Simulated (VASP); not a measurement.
# TiP47 in VASP: single point with PBEsol

Aim: the single point of TiP47 with PBEsol.

All numbers are computed with VASP 6.6.1; they aren't measurements. Logs are shortened: lines on timing, memory, paths and dates and some standing lists are left out, and cuts for length are marked.

## 1. The cell of the first run

The cell holds a slab with vacuum, 48 atoms: a = 13.141 Å, b = 13.298 Å, c = 18.000 Å, α = 90.00°, β = 90.00°, γ = 90.00°.

## 2. Single point, PBEsol, collinear spin

File INCAR:

```
ALGO = Normal
EDIFF = 1E-6
ENCUT = 400
GGA = PS
GGA_COMPAT = False
ISIF = 2
ISMEAR = -1
ISPIN = 2
LASPH = True
LCHARG = False
LMAXMIX = 4
LORBIT = 11
LREAL = Auto
LWAVE = False
MAGMOM = 0 0 0 0 0 0 0 0 0 0 0 0 0 0 0 0 0 0 0 0 0 0 0 0 0 0 0 0 0 0 0 0 0 0 0 0 0 0 0 0 0 0 0 0 0 0 0 3
NBANDS = 158
NELM = 200
NELMDL = -8
PREC = Accurate
SIGMA = 0.05
```

File KPOINTS:

```
k-points
0
Gamma
  1 1 1
```

File POSCAR:

```
TiP47
1.0
   13.1408260000      0.0000000000      0.0000000000
    0.0000000000     13.2980700000      0.0000000000
    0.0000000000      0.0000000000     18.0000000000
P Ti
47 1
Direct
    0.0016900000      0.0278480000      0.5691760000
    0.9970770000      0.3682480000      0.5547280000
    0.9981570000      0.6814260000      0.5527430000
    0.2510450000      0.0306800000      0.5677750000
    0.2530450000      0.3831120000      0.5558520000
    0.2629160000      0.6773730000      0.5535540000
    0.4986870000      0.0306960000      0.5677600000
    0.4966700000      0.3831270000      0.5558880000
    0.4868230000      0.6773830000      0.5535570000
    0.7480210000      0.0278420000      0.5691820000
    0.7526390000      0.3682000000      0.5547110000
    0.7515580000      0.6814300000      0.5527620000
    0.1255080000      0.1420220000      0.5662540000
    0.1216100000      0.4799100000      0.5493270000
    0.1277660000      0.7850640000      0.5636580000
    0.3748610000      0.1436980000      0.5652740000
    0.3748730000      0.8010640000      0.5617800000
    0.6242210000      0.1420460000      0.5662490000
    0.6281390000      0.4798870000      0.5493700000
    0.6219630000      0.7850880000      0.5636480000
    0.8748570000      0.1380040000      0.5646120000
    0.8748460000      0.4792650000      0.5468560000
    0.8748680000      0.7947750000      0.5625640000
    0.9996220000      0.2989620000      0.4418400000
    0.9994770000      0.6437120000      0.4323100000
    0.0035930000      0.9685350000      0.4534690000
    0.2493900000      0.3065390000      0.4460050000
    0.2526560000      0.6351880000      0.4330340000
    0.2479200000      0.9728440000      0.4511020000
    0.5003140000      0.3065600000      0.4460230000
    0.4970800000      0.6351610000      0.4330450000
    0.5017930000      0.9728550000      0.4510920000
    0.7501050000      0.2989550000      0.4418200000
    0.7502180000      0.6436950000      0.4323290000
    0.7461430000      0.9685560000      0.4534680000
    0.1271900000      0.1908780000      0.4480910000
    0.1220300000      0.5286690000      0.4313170000
    0.1282840000      0.8563890000      0.4507590000
    0.3748700000      0.1964580000      0.4476350000
    0.3748550000      0.5261280000      0.4065990000
    0.3748590000      0.8641380000      0.4470680000
    0.6225000000      0.1908880000      0.4480900000
    0.6276980000      0.5286220000      0.4313500000
    0.6214530000      0.8564160000      0.4507490000
    0.8748630000      0.1861610000      0.4461050000
    0.8748520000      0.5299860000      0.4287920000
    0.8748670000      0.8606370000      0.4496180000
    0.3748590000      0.5204050000      0.5374840000
```

Potentials or basis: VASP PAW PBE potentials, release 64 (P, Ti_sv).

The run is started by

```console
cat potpaw_PBE.64/P/POTCAR potpaw_PBE.64/Ti_sv/POTCAR > POTCAR
mpirun -np 1 vasp_gam > vasp.out
```

OUTCAR:

```text
EDIFF = 1E-6
   ENCUT = 400
   GGA = PS
   ISIF = 2
   ISMEAR = -1
   ISPIN = 2
   LASPH = True
   LORBIT = 11
   LREAL = Auto
   NELM = 200
   NELMDL = -8
   PREC = Accurate

 ion  position               nearest neighbor table
   1  0.002  0.028  0.569-  21 2.22  13 2.23  26 2.23
   2  0.997  0.368  0.555-  22 2.19  14 2.21  24 2.23
   3  0.998  0.681  0.553-  15 2.20  23 2.22  25 2.23
   4  0.251  0.031  0.568-  16 2.22  13 2.22  29 2.24
   5  0.253  0.383  0.556-  14 2.16  27 2.22  48 2.45
   6  0.263  0.677  0.554-  17 2.21  28 2.24  15 2.29  48 2.57   9 2.94
   7  0.499  0.031  0.568-  16 2.22  18 2.22  32 2.24
   8  0.497  0.383  0.556-  19 2.16  30 2.22  48 2.45
   9  0.487  0.677  0.554-  17 2.21  31 2.24  20 2.29  48 2.57   6 2.94
  10  0.748  0.028  0.569-  21 2.22  18 2.23  35 2.23
  11  0.753  0.368  0.555-  22 2.19  19 2.21  33 2.23
  12  0.752  0.681  0.553-  20 2.20  23 2.22  34 2.23
  13  0.126  0.142  0.566-   4 2.22  36 2.22   1 2.23
  14  0.122  0.480  0.549-   5 2.16   2 2.21  37 2.22
  15  0.128  0.785  0.564-   3 2.20  38 2.24   6 2.29
[... 10 lines left out ...]
  26  0.004  0.969  0.453-  38 2.22  47 2.22   1 2.23
  27  0.249  0.307  0.446-  39 2.21  36 2.22   5 2.22
  28  0.253  0.635  0.433-  40 2.22  37 2.23   6 2.24  48 2.91
  29  0.248  0.973  0.451-  38 2.21  41 2.21   4 2.24
  30  0.500  0.307  0.446-  39 2.20  42 2.22   8 2.22
  31  0.497  0.635  0.433-  40 2.22  43 2.23   9 2.24  48 2.91
  32  0.502  0.973  0.451-  44 2.21  41 2.21   7 2.24
  33  0.750  0.299  0.442-  42 2.21  45 2.22  11 2.23
  34  0.750  0.644  0.432-  43 2.22  12 2.23  46 2.23
  35  0.746  0.969  0.453-  44 2.22  47 2.22  10 2.23
  36  0.127  0.191  0.448-  24 2.21  27 2.22  13 2.22
  37  0.122  0.529  0.431-  14 2.22  25 2.22  28 2.23
[... 8 lines left out ...]
  46  0.875  0.530  0.429-  22 2.23  34 2.23  25 2.23
  47  0.875  0.861  0.450-  23 2.21  26 2.22  35 2.22
  48  0.375  0.520  0.537-  40 2.36   8 2.45   5 2.45   6 2.57   9 2.57  31 2.91  28 2.91

  LATTYP: Found a simple orthorhombic cell.
 ALAT       =    13.1408260000
 B/A-ratio  =     1.0119660667
 C/A-ratio  =     1.3697769075

  Lattice vectors:

 A1 = (  13.1408260000,   0.0000000000,   0.0000000000)
 A2 = (   0.0000000000,  13.2980700000,   0.0000000000)
 A3 = (   0.0000000000,   0.0000000000,  18.0000000000)

Analysis of symmetry for initial positions (statically):
=====================================================================
 Subroutine PRICEL returns:
 Original cell was already a primitive cell.
[... 241 lines left out ...]

 number of electron     247.0000001 magnetization       0.9665905

 Free energy of the ion-electron system (eV)
  ---------------------------------------------------
  ext. energy  EPLUGINS =         0.00000000
  ---------------------------------------------------
  free energy    TOTEN  =      -275.32987509 eV

  energy without entropy =     -275.32084485  energy(sigma->0) =     -275.32535997

 E-fermi :  -1.4322     XC(G=0):  -3.4639

 val. band max:       -1.6366073180   @ k =   0.0000   0.0000   0.0000
 cond. band min:      -1.2305362729   @ k =   0.0000   0.0000   0.0000
 fundamental gap:      0.4060710451
 Fermi energy:        -1.4321897373

 spin component 1

 k-point     1 :       0.0000    0.0000    0.0000
  band No.  band energies     occupation
      1     -58.5056      1.00000
      2     -35.0275      1.00000
      3     -34.8715      1.00000
      4     -34.8707      1.00000
      5     -16.9458      1.00000
      6     -16.4083      1.00000
[... 127 lines left out ...]
    134      -0.1298      0.00000
    135      -0.1273      0.00000
 Fermi energy:        -1.4321897373

 spin component 2

 k-point     1 :       0.0000    0.0000    0.0000
  band No.  band energies     occupation
      1     -58.0565      1.00000
      2     -34.7721      1.00000
      3     -34.3626      1.00000
      4     -34.2744      1.00000
      5     -16.9349      1.00000
      6     -16.4001      1.00000
[... 127 lines left out ...]
    134      -0.0797      0.00000
    135      -0.0796      0.00000
 [bands above 135 left out]

------------------------ aborting loop because EDIFF is reached ----------------------------------------

  FORCE on cell =-STRESS in cart. coord.  units (eV):
  Direction    XX          YY          ZZ          XY          YZ          ZX
  --------------------------------------------------------------------------------------
  -------------------------------------------------------------------------------------
  Total       11.6195449     -8.9880457     -0.7476624     -0.0058249     -0.0265393     -0.0043731
  in kB        5.9185581     -4.5781716     -0.3808310     -0.0029670     -0.0135181     -0.0022275
  external PRESSURE =       0.3198518 kB  Pullay stress =       0.0000000 kB

 VOLUME and BASIS-vectors are now :
 -----------------------------------------------------------------------------
  energy-cutoff  :      400.00
  volume of cell :     3145.46
      direct lattice vectors                 reciprocal lattice vectors
    13.140826000  0.000000000  0.000000000     0.076098717  0.000000000  0.000000000
     0.000000000 13.298070000  0.000000000     0.000000000  0.075198882  0.000000000
     0.000000000  0.000000000 18.000000000     0.000000000  0.000000000  0.055555556

 POSITION                                       TOTAL-FORCE (eV/Angst)
 -----------------------------------------------------------------------------------
      0.02221      0.37032     10.24517        -0.000714      0.004473     -0.006448
     13.10242      4.89699      9.98510         0.000872      0.016208     -0.019617
     13.11661      9.06165      9.94937         0.001664      0.016189     -0.022766
      3.29894      0.40798     10.21995        -0.008769      0.010262     -0.012627
      3.32522      5.09465     10.00534        -0.007770     -0.008959     -0.002353
      3.45493      9.00775      9.96397        -0.006999      0.024322     -0.009018
[... 40 lines left out ...]
     11.49648     11.44481      8.09312        -0.001196      0.013484      0.014409
      4.92596      6.92038      9.67471         0.000425     -0.007335      0.001946
 -----------------------------------------------------------------------------------
    total drift:                               -0.003361      0.003242     -0.001109

  FREE ENERGIE OF THE ION-ELECTRON SYSTEM (eV)
  ---------------------------------------------------
  free  energy   TOTEN  =      -275.3298750947 eV

  energy  without entropy=     -275.3208448524  energy(sigma->0) =     -275.32535997

 total charge

# of ion       s       p       d       tot
------------------------------------------
    1        1.074   1.385   0.000   2.459
    2        1.076   1.391   0.000   2.467
    3        1.072   1.390   0.000   2.461
    4        1.072   1.389   0.000   2.461
    5        1.063   1.439   0.000   2.502
    6        1.053   1.397   0.000   2.450
[... 40 lines left out ...]
   47        1.073   1.388   0.000   2.462
   48        2.198   6.121   2.007  10.327
--------------------------------------------------
tot         52.620  71.336   2.007 125.963

 magnetization (x)

# of ion       s       p       d       tot
------------------------------------------
    1        0.000   0.000   0.000   0.000
    2        0.002   0.006   0.000   0.008
    3        0.001   0.001   0.000   0.002
    4        0.000   0.001   0.000   0.001
    5       -0.001  -0.008   0.000  -0.010
    6       -0.000  -0.000   0.000  -0.001
[... 40 lines left out ...]
   47        0.000   0.000   0.000   0.000
   48        0.006   0.008   0.475   0.489
--------------------------------------------------
tot          0.046   0.074   0.475   0.595
```

Run time: 49 min. Hardware: 1 thread of Intel Xeon 8259CL, shared host; peak memory 2.3 GiB.

Results:

```
Free energy                                           : -275.3299 eV
Largest force                                         : 0.040 eV/Å
Net moment                                            : 0.97 μB per cell
Site moments                                          : P +0.00, +0.01, -0.01, -0.00, +0.02, +0.03 (each value once); Ti +0.49 μB
Valence electrons inside the program's atomic spheres : P 2.46, 2.47, 2.50, 2.45, 2.48 (each value once); Ti 10.33
```

Forces in eV/Å, atoms in the order of the input:
```
P   -0.001  0.004 -0.006
P    0.001  0.016 -0.020
P    0.002  0.016 -0.023
P   -0.009  0.010 -0.013
P   -0.008 -0.009 -0.002
P   -0.007  0.024 -0.009
P    0.009  0.010 -0.011
P    0.009 -0.010 -0.004
P    0.007  0.023 -0.009
P    0.002  0.006 -0.007
P    0.001  0.018 -0.018
P   -0.001  0.017 -0.023
P    0.001 -0.013 -0.014
P    0.000 -0.012 -0.015
P    0.000 -0.006 -0.010
P    0.000 -0.010 -0.008
P   -0.002 -0.017 -0.012
P   -0.001 -0.015 -0.013
P   -0.002 -0.012 -0.017
P   -0.001 -0.006 -0.009
P    0.000 -0.008 -0.014
P   -0.001 -0.023 -0.015
P   -0.002 -0.003 -0.009
P    0.002 -0.013  0.005
P    0.007 -0.020  0.017
P   -0.003 -0.008  0.014
P    0.008 -0.009  0.003
P    0.005 -0.015  0.010
P    0.008 -0.011  0.018
P   -0.006 -0.008  0.005
P   -0.006 -0.016  0.010
P   -0.006 -0.012  0.018
P   -0.005 -0.015  0.004
P   -0.006 -0.019  0.015
P    0.004 -0.008  0.014
P   -0.004  0.011  0.019
P    0.000  0.006  0.008
P   -0.004  0.010  0.012
P   -0.002  0.019  0.024
P    0.000  0.035 -0.019
P    0.000  0.012  0.010
P    0.007  0.012  0.019
P   -0.001  0.008  0.008
P    0.003  0.009  0.010
P    0.001  0.010  0.023
P    0.001  0.015  0.017
P   -0.001  0.013  0.014
Ti   0.000 -0.007  0.002
```

Caveat: the k points lie up to 0.48 Å⁻¹ apart; there is no dipole correction, which matters where the two faces differ; the PAW data sets were made with another functional, which shifts forces and pressure a little.
